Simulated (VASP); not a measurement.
Here is a VASP 6.6.1 calculation.

The input INCAR:

```
SYSTEM = Au
ALGO = Fast
EDIFF = 1E-7
EDIFFG = -0.001
ENCUT = 600
GGA = CA
IBRION = 2
ISIF = 4
ISMEAR = -1
LASPH = .TRUE.
LCHARG = .FALSE.
LREAL = .FALSE.
LWAVE = .FALSE.
NELM = 60
NSW = 80
PREC = Accurate
SIGMA = 0.15
```

KPOINTS

```
k-points
0
G
  18 18 10
  0 0 0
```

POSCAR

```
Au
1.0
    2.8179341125      0.0000000000      0.0000000000
   -1.4089670562      2.4404025276      0.0000000000
    0.0000000000      0.0000000000      4.7298901793
Au
2
Direct
    0.3333333333      0.6666666667      0.7500000000
    0.6666666667      0.3333333333      0.2500000000
```

Potentials or basis: VASP PAW LDA potentials, release 64 (Au).

Run with:

```bash
$ cat potpaw_LDA.64/Au/POTCAR > POTCAR
$ mpirun -np 1 vasp_std > vasp.out
```

(1) Estimate the band gap on the k mesh.

## Answers

(1) zero (bands 11 and 12 overlap by 7.28 eV).

Caveat: spin-orbit coupling is left out, which moves the levels of the heavy elements.
